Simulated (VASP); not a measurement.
# Al3Si5C5N3 (P1) in VASP: settings compared

Al3Si5C5N3 is run at these levels: PBEsol, HSE06; tasks: single point.

Everything below comes from runs of VASP 6.6.1. Logs are shortened: lines on timing, memory, paths and dates and some standing lists are left out, and cuts for length are marked.

### 1 The cell of the first run

The typed cell holds 96 atoms: a = 9.271 Å, b = 10.705 Å, c = 10.046 Å, α = 90.00°, β = 90.00°, γ = 90.00°.

### 2 Single point, PBEsol

File INCAR:

```
PREC = Accurate
ENCUT = 700
EDIFF = 1E-6
ISMEAR = -1
SIGMA = 0.05
LREAL = Auto
LASPH = T
NELM = 120
ALGO = Normal
ISIF = 2
LWAVE = F
LCHARG = F
GGA = PS
NBANDS = 246
ISYM = -1
GGA_COMPAT = F
```

File KPOINTS:

```
explicit points
1
Reciprocal
  0.25000000   0.25000000   0.25000000 1
```

File POSCAR:

```
Al3Si5C5N3
1.0
    9.2711420000      0.0000000000      0.0000000000
    0.0000000000     10.7053930000      0.0000000000
    0.0000000000      0.0000000000     10.0464680000
Si Al N C
30 18 18 30
Direct
    0.1632880000      0.0854990000      0.2509730000
    0.1664230000      0.0837250000      0.7482490000
    0.0021750000      0.3334010000      0.7503980000
    0.3315760000      0.3348780000      0.2507580000
    0.1685160000      0.5855880000      0.2459720000
    0.9997010000      0.8346830000      0.7499530000
    0.8321520000      0.0821910000      0.2465740000
    0.8305930000      0.0804890000      0.7516720000
    0.6658800000      0.3319790000      0.7484840000
    0.3302560000      0.8330630000      0.7485440000
    0.8318770000      0.5842180000      0.2488040000
    0.6635820000      0.8334580000      0.2452070000
    0.6651580000      0.8328440000      0.7536980000
    0.0005540000      0.1693010000      0.5027510000
    0.9998280000      0.1694060000      0.9996330000
    0.3365600000      0.1661520000      0.5009340000
    0.1681730000      0.4177190000      0.9987730000
    0.9958220000      0.6657170000      0.4966470000
    0.6660990000      0.1657760000      0.4999920000
    0.6699060000      0.1691910000      0.9972520000
    0.4996510000      0.4177700000      0.0017810000
    0.3306800000      0.6655480000      0.4967300000
    0.1661870000      0.9133380000      0.4989160000
    0.8359000000      0.4151560000      0.9990270000
    0.6642790000      0.6643260000      0.4981000000
    0.6676130000      0.6642440000      0.9993350000
    0.4987440000      0.9194470000      0.4997250000
    0.5002330000      0.9146910000      0.9989700000
    0.8347830000      0.9139150000      0.4973010000
    0.8337750000      0.9145580000      0.9980610000
    0.0009250000      0.3329960000      0.2494400000
    0.4976140000      0.0822520000      0.2500650000
    0.4977620000      0.0829400000      0.7481900000
    0.3304530000      0.3295240000      0.7481050000
    0.1692180000      0.5833490000      0.7484650000
    0.9978030000      0.8354770000      0.2479090000
    0.6640480000      0.3353860000      0.2478750000
    0.5018280000      0.5831870000      0.2525750000
    0.5026110000      0.5866020000      0.7504750000
    0.3334370000      0.8344120000      0.2492010000
    0.8316890000      0.5856760000      0.7493270000
    0.3318770000      0.1667140000      0.9989380000
    0.1622090000      0.4154230000      0.4994690000
    0.9967280000      0.6628350000      0.0001160000
    0.5005630000      0.4177510000      0.5002100000
    0.3343610000      0.6686740000      0.0012400000
    0.1669850000      0.9193400000      0.0000690000
    0.8280700000      0.4191940000      0.5023740000
    0.9985550000      0.1684540000      0.1908950000
    0.3322040000      0.1646180000      0.6905770000
    0.0009020000      0.6658830000      0.1931710000
    0.6683560000      0.1652020000      0.1864670000
    0.6696100000      0.6683260000      0.6880390000
    0.5024670000      0.9171810000      0.6935350000
    0.1650230000      0.0825910000      0.9390720000
    0.9988340000      0.3336680000      0.4363390000
    0.4980710000      0.0805690000      0.9393440000
    0.3317090000      0.3324490000      0.4386630000
    0.3295090000      0.3307470000      0.9392710000
    0.1692410000      0.5832930000      0.9385430000
    0.9982810000      0.8340200000      0.9386420000
    0.6657190000      0.3344190000      0.9366250000
    0.5016110000      0.5831650000      0.4373920000
    0.5008640000      0.5851480000      0.9387010000
    0.3340360000      0.8322330000      0.9427340000
    0.6619630000      0.8338780000      0.9369650000
    0.0005420000      0.1671370000      0.6915810000
    0.3317030000      0.1655110000      0.1849650000
    0.1628370000      0.4166610000      0.1885560000
    0.1697400000      0.4155690000      0.6858960000
    0.0002550000      0.6699320000      0.6906190000
    0.6671980000      0.1692100000      0.6885870000
    0.4973790000      0.4160260000      0.1894730000
    0.5005500000      0.4143930000      0.6907010000
    0.3308920000      0.6655610000      0.1876820000
    0.3337930000      0.6657310000      0.6856310000
    0.1661550000      0.9157830000      0.1916890000
    0.1652280000      0.9173970000      0.6913650000
    0.8337940000      0.4155640000      0.1899430000
    0.8372330000      0.4163470000      0.6860810000
    0.6675460000      0.6667800000      0.1880070000
    0.5039490000      0.9189660000      0.1862800000
    0.8335550000      0.9159640000      0.1881400000
    0.8339870000      0.9153750000      0.6892630000
    0.1630400000      0.0856820000      0.4406810000
    0.9981580000      0.3304450000      0.9384160000
    0.4970300000      0.0816930000      0.4389100000
    0.1688460000      0.5841620000      0.4388090000
    0.0003400000      0.8363440000      0.4390320000
    0.8333420000      0.0857180000      0.4375850000
    0.8320030000      0.0833490000      0.9362320000
    0.6640380000      0.3359970000      0.4396140000
    0.3329240000      0.8332910000      0.4368810000
    0.8322890000      0.5800260000      0.4404540000
    0.8318750000      0.5840230000      0.9368240000
    0.6655680000      0.8343500000      0.4395970000
```

Potentials or basis: VASP PAW PBE potentials, release 64 (Si, Al, N, C).

On the command line:

```
$ cat potpaw_PBE.64/Si/POTCAR potpaw_PBE.64/Al/POTCAR potpaw_PBE.64/N/POTCAR potpaw_PBE.64/C/POTCAR > POTCAR
$ mpirun -np 1 vasp_std > vasp.out
```

OUTCAR:

```text
PREC = Accurate
   ENCUT = 700
   EDIFF = 1E-6
   ISMEAR = -1
   LREAL = Auto
   LASPH = T
   NELM = 120
   ISIF = 2
   GGA = PS
   ISYM = -1

 ion  position               nearest neighbor table
   1  0.163  0.085  0.251-  49 1.87  68 1.90  85 1.91  77 1.91  31 3.05   7 3.07  14 3.08  15 3.08
                            36 3.09  47 3.09   4 3.09  23 3.10  32 3.10  42 3.10  16 3.10  40 3.12
   2  0.166  0.084  0.748-  50 1.86  67 1.87  78 1.87  55 1.92  34 3.04  14 3.05  33 3.07  16 3.07
                             3 3.08  42 3.08  47 3.08   6 3.08  10 3.08  23 3.10  15 3.10   8 3.11
   3  0.002  0.333  0.750-  67 1.88  80 1.88  86 1.89  70 1.90  34 3.04  14 3.05  43 3.05  15 3.06
                            24 3.06  17 3.07   2 3.08  35 3.09  48 3.11   9 3.12  41 3.13   8 3.14
   4  0.332  0.335  0.251-  73 1.87  58 1.89  69 1.90  68 1.93  31 3.07  43 3.07  21 3.08  17 3.08
                             5 3.08  37 3.08  45 3.09  38 3.09   1 3.09  16 3.10  42 3.11  32 3.11
   5  0.169  0.586  0.246-  75 1.83  51 1.85  69 1.90  88 1.94  46 3.03  44 3.05  22 3.06  17 3.07
                            40 3.07   4 3.08  38 3.09  18 3.11  36 3.11  31 3.12  11 3.12  43 3.13
   6  1.000  0.835  0.750-  71 1.86  84 1.87  78 1.87  61 1.90  30 3.05   8 3.06  10 3.06  23 3.07
                             2 3.08  29 3.08  41 3.09  47 3.09  13 3.10  44 3.11  35 3.12  18 3.12
   7  0.832  0.082  0.247-  52 1.86  83 1.87  49 1.88  90 1.92  36 3.06  20 3.07   1 3.07  15 3.07
                            30 3.07  12 3.09  29 3.10  32 3.10  19 3.11  31 3.11  37 3.13
   8  0.831  0.080  0.752-  91 1.85  84 1.88  72 1.90  67 1.93  20 3.03  30 3.05  13 3.06   6 3.06
                            33 3.09  19 3.09  15 3.09   9 3.10  14 3.10   2 3.11  29 3.12   3 3.14
   9  0.666  0.332  0.748-  72 1.84  74 1.86  62 1.89  80 1.93  48 3.04  20 3.05  19 3.07  45 3.07
                            33 3.09   8 3.10  24 3.10  34 3.11  21 3.11   3 3.12  39 3.12  41 3.12
  10  0.330  0.833  0.749-  78 1.87  76 1.90  54 1.91  65 1.95  23 3.06  35 3.06   6 3.06   2 3.08
                            39 3.08  47 3.09  46 3.09  27 3.09  33 3.09  28 3.09  22 3.10  13 3.11
  11  0.832  0.584  0.249-  81 1.86  51 1.88  79 1.90  94 1.93  18 3.04  44 3.05  26 3.06  38 3.06
                            25 3.07  37 3.08  12 3.09  24 3.09  36 3.10  48 3.10  31 3.11   5 3.12
  12  0.664  0.833  0.245-  82 1.84  81 1.87  83 1.90  96 1.95  28 3.03  40 3.06  26 3.06  30 3.07
                            38 3.07  32 3.08   7 3.09  11 3.09  36 3.10  29 3.11  27 3.12  25 3.12
  13  0.665  0.833  0.754-  66 1.84  54 1.86  53 1.88  84 1.91  28 3.03  39 3.04  30 3.04  26 3.06
                             8 3.06  41 3.06  33 3.10   6 3.10  10 3.11  27 3.12  25 3.14  29 3.14
  14  0.001  0.169  0.503-  85 1.86  56 1.88  67 1.90  90 1.91  43 3.03   3 3.05   2 3.05   1 3.08
                            31 3.09  19 3.10   8 3.10  16 3.12  48 3.12  29 3.14  23 3.14
  15  1.000  0.169  1.000-  86 1.83  55 1.89  91 1.92  49 1.92  24 3.04   3 3.06  20 3.06  31 3.06
                             7 3.07  42 3.08   1 3.08  17 3.08  47 3.09   8 3.09   2 3.10  30 3.13
  16  0.337  0.166  0.501-  87 1.85  58 1.89  50 1.91  85 1.92  33 3.03  34 3.04  27 3.04  19 3.06
                            32 3.06   2 3.07  45 3.09   4 3.10   1 3.10  14 3.12  43 3.12  23 3.13
  17  0.168  0.418  0.999-  59 1.86  60 1.87  69 1.91  86 1.93   5 3.07   3 3.07  44 3.07  21 3.07
                            35 3.08   4 3.08  24 3.08  34 3.08  15 3.08  42 3.09  31 3.09  46 3.10
  18  0.996  0.666  0.497-  94 1.86  88 1.92  89 1.92  71 1.95  11 3.04  29 3.05  48 3.06  25 3.07
                            41 3.08  23 3.09  36 3.09  43 3.09  22 3.10   5 3.11   6 3.12  35 3.12
  19  0.666  0.166  0.500-  90 1.88  72 1.90  87 1.91  92 1.92  16 3.06  27 3.06   9 3.07  33 3.07
                            32 3.09   8 3.09  48 3.10  14 3.10  45 3.10   7 3.11  37 3.12  29 3.12
  20  0.670  0.169  0.997-  91 1.87  62 1.87  52 1.90  57 1.94   8 3.03   9 3.05  24 3.05  15 3.06
                             7 3.07  37 3.08  21 3.09  33 3.11  30 3.12  42 3.13  32 3.14  28 3.15
  21  0.500  0.418  0.002-  73 1.89  62 1.90  64 1.90  59 1.94  37 3.04  26 3.06  17 3.07   4 3.08
                            38 3.08  46 3.09  20 3.09  39 3.11  42 3.11   9 3.11  24 3.12  34 3.14
  22  0.331  0.666  0.497-  88 1.83  93 1.89  76 1.90  63 1.91  38 3.05   5 3.06  23 3.06  35 3.07
                            40 3.07  45 3.09  25 3.09  43 3.10  10 3.10  18 3.10  39 3.12  27 3.13
  23  0.166  0.913  0.499-  89 1.85  93 1.87  78 1.93  85 1.94  10 3.06  22 3.06  40 3.07  29 3.07
[... 97 lines left out ...]
  95  0.832  0.584  0.937-  26 1.86  44 1.86  41 1.88  24 1.91
  96  0.666  0.834  0.440-  29 1.88  27 1.89  25 1.91  12 1.95

IMPORTANT INFORMATION: All symmetrisations will be switched off!
NOSYMM: (Re-)initialisation of all symmetry stuff for point group C_1.

[... 249 lines left out ...]
   TEBEG  =    0.0;   TEEND  =   0.0 temperature during run
   PSTRESS=    0.0 pullay stress
   NELECT =     384.0000    total number of electrons
   NUPDOWN=      -1.0000    fix difference up-down
   EMIN   =  10.00;   EMAX   =-10.00  energy-range for DOS
   EFERMI =   0.00;   METHOD = LEGACY
   ISMEAR =    -1;   SIGMA  =   0.05  broadening in eV -4-tet -1-fermi 0-gaus
   EFERMI_NEDOS =   21; number of points for ismear=-14 and -15
   IALGO  =     38    algorithm
   IMIX   =      4    mixing-type and parameters
     AMIX     =   0.40;   BMIX     =  1.00
     AMIX_MAG =   1.60;   BMIX_MAG =  1.00
  volume/ion in A,a.u.               =      10.39        70.09
  Fermi-wavevector in a.u.,A,eV,Ry     =   1.191065  2.250787 19.301715  1.418636
  Thomas-Fermi vector in A             =   2.327135
   LORBIT       =      0    0 simple, 1 ext, 2 COOP (PROOUT), +10 PAW based schemes
   GGA     = PS    functional components
   LHFCALC =     F    Hartree Fock is set to
   AEXX    =    0.0000 exact exchange contribution
   IVDW    =     0    specifies the selected vdW correction
   LEPSILON=     F    determine dielectric tensor
   LRPA    =     F    only Hartree local field effects (RPA)
 non-spin polarized calculation
  energy-cutoff  :      700.00
  volume of cell :      997.12
 maximum number of plane-waves:     41924
 NGX is ok and might be reduce to    80
   NGX = 41   NGY = 47   NGZ = 43

 number of electron     383.9999998 magnetization

 Free energy of the ion-electron system (eV)
  ---------------------------------------------------
  ext. energy  EPLUGINS =         0.00000000
  ---------------------------------------------------
  free energy    TOTEN  =      -734.79133297 eV

  energy without entropy =     -734.79133240  energy(sigma->0) =     -734.79133269

 E-fermi :   9.2113     XC(G=0): -11.3701

 val. band max:        8.4203331397   @ k =   0.2500   0.2500   0.2500
 cond. band min:      10.0016589490   @ k =   0.2500   0.2500   0.2500
 fundamental gap:      1.5813258092
 Fermi energy:         9.2113069668

 k-point     1 :       0.2500    0.2500    0.2500
  band No.  band energies     occupation
      1     -10.7197      2.00000
      2      -9.8030      2.00000
      3      -9.4387      2.00000
      4      -9.1154      2.00000
      5      -8.8661      2.00000
      6      -8.7327      2.00000
[... 196 lines left out ...]
    203      11.2132      0.00000
    204      11.3294      0.00000
 [bands above 204 left out]

------------------------ aborting loop because EDIFF is reached ----------------------------------------

  FORCE on cell =-STRESS in cart. coord.  units (eV):
  Direction    XX          YY          ZZ          XY          YZ          ZX
  --------------------------------------------------------------------------------------
  -------------------------------------------------------------------------------------
  Total       16.0511518      9.4238854     10.1064667     -1.4751515     -2.1595701      1.0438944
  in kB       25.7909613     15.1422818     16.2390522     -2.3702708     -3.4699934      1.6773276
  external PRESSURE =      19.0574317 kB  Pullay stress =       0.0000000 kB

 VOLUME and BASIS-vectors are now :
 -----------------------------------------------------------------------------
  energy-cutoff  :      700.00
  volume of cell :      997.12
      direct lattice vectors                 reciprocal lattice vectors
     9.271142000  0.000000000  0.000000000     0.107861577  0.000000000  0.000000000
     0.000000000 10.705393000  0.000000000     0.000000000  0.093410863  0.000000000
     0.000000000  0.000000000 10.046468000     0.000000000  0.000000000  0.099537469

 POSITION                                       TOTAL-FORCE (eV/Angst)
 -----------------------------------------------------------------------------------
      1.51387      0.91530      2.52139         1.683981     -2.057211     -0.756145
      1.54293      0.89631      7.51726        -0.568530      0.401945     -0.280074
      0.02016      3.56919      7.53885         0.199191      2.095670     -1.953730
      3.07409      3.58500      2.51923         0.057492     -0.666823     -0.527334
      1.56234      6.26895      2.47115         0.466957      0.142759      0.869783
      9.26837      8.93561      7.53438        -0.112153     -2.610735     -0.613976
[... 88 lines left out ...]
      7.71243      6.25220      9.41177        -2.774163     -0.745383      1.391123
      6.17058      8.93204      4.41640        -0.447616     -0.342586      0.487618
 -----------------------------------------------------------------------------------
    total drift:                               -0.000544      0.008411     -0.025753

  FREE ENERGIE OF THE ION-ELECTRON SYSTEM (eV)
  ---------------------------------------------------
  free  energy   TOTEN  =      -734.7913329691 eV

  energy  without entropy=     -734.7913324028  energy(sigma->0) =     -734.79133269
```

It took 12 min on 1 thread of Intel Xeon 6975P-C (Granite Rapids), shared host; peak memory 1.4 GiB.

What came out:

| Quantity | Value |
| --- | --- |
| Free energy | -734.7913 eV |
| Pressure | 1.9 GPa |
| Largest force | 4.413 eV/Å |
| Band gap on the k mesh | 1.58 eV |

Forces in eV/Å, atoms in the order of the input:
```
Si   1.684 -2.057 -0.756
Si  -0.569  0.402 -0.280
Si   0.199  2.096 -1.954
Si   0.057 -0.667 -0.527
Si   0.467  0.143  0.870
Si  -0.112 -2.611 -0.614
Si  -0.248  0.029  0.563
Si  -0.045  1.381 -2.019
Si   0.524  2.088 -2.937
Si   0.130 -2.329 -0.732
Si   0.637 -1.113  0.094
Si  -0.153 -0.047  0.433
Si   0.827 -0.775 -2.672
Si  -0.504  1.547 -0.638
Si   0.628 -0.532  0.670
Si  -0.785  1.000 -1.082
Si  -0.014  0.901  0.775
Si   1.212  0.550  1.529
Si  -0.390  2.861 -0.576
Si  -1.040 -0.600  1.603
Si  -1.194  0.495  1.109
Si   0.252  0.557  0.341
Si  -0.032  0.103 -0.973
Si  -0.061  1.981  2.018
Si   0.473 -0.104 -0.269
Si   0.369 -2.037  1.690
Si  -0.774 -1.053 -1.294
Si  -1.347  0.812  3.157
Si   0.517  0.335 -0.290
Si   1.179  0.340  1.794
Al  -0.976  0.655  1.292
Al  -0.051  0.530 -0.469
Al   0.871  0.887 -0.289
Al   0.452  1.944 -0.304
Al  -0.973 -0.855 -0.159
Al   1.614 -1.074  0.606
Al   0.548 -0.294  1.635
Al  -1.376  0.308 -0.626
Al  -0.527 -1.733 -0.806
Al  -0.075 -0.513 -0.802
Al   1.356 -1.009 -0.952
Al  -0.273  0.144  0.983
Al  -0.047 -0.178  0.018
Al   1.393  0.039  0.624
Al  -0.161 -0.609  0.398
Al  -0.620 -1.459  0.884
Al  -0.324 -0.577  1.906
Al   0.645 -2.353 -0.782
N   -0.689 -2.134 -1.759
N   -1.355 -1.944 -0.472
N   -0.626 -1.189 -0.387
N    1.644 -0.532 -2.525
N   -1.402  2.996 -0.465
N   -0.139 -1.754  0.571
N   -1.084  1.406 -2.096
N    0.109 -2.662  0.665
N    1.588 -0.595 -0.210
N   -0.046 -1.767 -0.903
N    0.992  1.602  0.366
N   -0.107 -1.544  0.827
N   -1.612  0.980 -1.162
N   -0.619 -1.293  0.631
N   -0.135  2.051  2.015
N    1.815 -0.428  0.586
N    2.132  2.161 -3.203
N    0.024 -0.265 -1.203
C    0.001 -1.091  0.272
C   -2.109  1.757  1.758
C    2.229  0.885 -1.245
C   -2.127 -1.811  1.893
C   -0.217  2.399 -0.741
C    1.073 -1.400  1.085
C   -1.496 -1.060 -2.671
C    1.414 -0.549  2.014
C   -0.860 -0.533  0.430
C    1.345  3.465  0.017
C   -0.717  3.276 -1.053
C    0.977  1.284  1.054
C   -0.029  1.699 -2.704
C   -0.659 -2.044  3.710
C    1.652  1.734 -1.308
C    1.502 -1.420 -2.863
C   -2.349  1.330 -2.277
C   -1.340  0.316  1.205
C    0.650  0.347  0.613
C    0.730 -0.241  0.202
C    0.532  0.223  2.948
C   -0.754  1.024 -1.623
C   -0.549 -0.584  1.644
C    0.113 -0.672 -0.450
C    0.157 -0.390  1.115
C   -0.101 -3.412 -0.295
C    0.937  0.351  3.502
C   -0.640  3.566 -1.575
C   -2.774 -0.745  1.391
C   -0.448 -0.343  0.488
```

Levels at points of the mesh, in eV from the valence-band top:
```tsv
k point	band 188	band 189	band 190	band 191	band 192	band 193	band 194	band 195	band 196	band 197
(0.25, 0.25, 0.25)	-0.48	-0.34	-0.24	-0.08	0.00	1.58	1.66	1.88	2.11	2.20
```

Caveat: the PAW data sets were made with another functional, which shifts forces and pressure a little; a shifted mesh leaves out Γ, where band edges can lie. A k mesh can miss the band edges.

[end of part 1 of 3]
